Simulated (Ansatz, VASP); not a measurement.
## Two plane-wave programs on AlN

Contents of INCAR:

```
ALGO = Normal ; EDIFF = 1E-6
ENCUT = 600 ; GGA = PE
GGA_COMPAT = F ; ISIF = 2
ISMEAR = 0 ; LASPH = T
LCHARG = F ; LREAL = F
LWAVE = F ; NBANDS = 11
NELM = 120 ; PREC = Accurate
SIGMA = 0.02
```

KPOINTS

```
k-points
0
Gamma
  10 10 10
```

POSCAR

```
AlN
1.0
    0.0000000000      2.1793473257      2.1793473257
    2.1793473257      0.0000000000      2.1793473257
    2.1793473257      2.1793473257      0.0000000000
Al N
1 1
Direct
    0.0000000000      0.0000000000      0.0000000000
    0.7500000000      0.7500000000      0.7500000000
```

Input for Ansatz:

```yaml
crystal:
  lattice:
    - [0.0, 2.1793473257, 2.1793473257]
    - [2.1793473257, 0.0, 2.1793473257]
    - [2.1793473257, 2.1793473257, 0.0]
  atoms:
    - { symbol: Al, position: [0.0, 0.0, 0.0] }
    - { symbol: "N", position: [0.75, 0.75, 0.75] }
basis:
  ecutwfc: 420
kpoints:
  mp_grid: { grid: [10, 10, 10] }
hamiltonian:
  xc: pbe
scf:
  occupations: { method: gaussian, width: 0.02 }
output:
  forces: true
  stress: true
  eigenvalues: true
```

Alike in both runs: task single point; functional PBE; k mesh 10 × 10 × 10; occupations gaussian, width 0.02 eV; no spin polarisation.

|  | VASP | Ansatz |
| --- | --- | --- |
| version | VASP 6.6.1 | Ansatz 0.2.0 |
| potentials or method | VASP PAW PBE potentials, release 64 (Al, N), cutoff 600 eV | scalar-relativistic, plane waves, PAW |
| valence electrons in the cell | 8 | 8 |

```tsv
	VASP	Ansatz	Ansatz less VASP
gap on the k mesh at the Fermi level (eV)	3.32	3.33	+0.008
least direct gap on the mesh (eV)	4.25	4.24	-0.010
pressure (GPa)	5.8	6.2	+0.40
```

With one functional, cell and mesh, what is left measures potentials, basis and numerics.
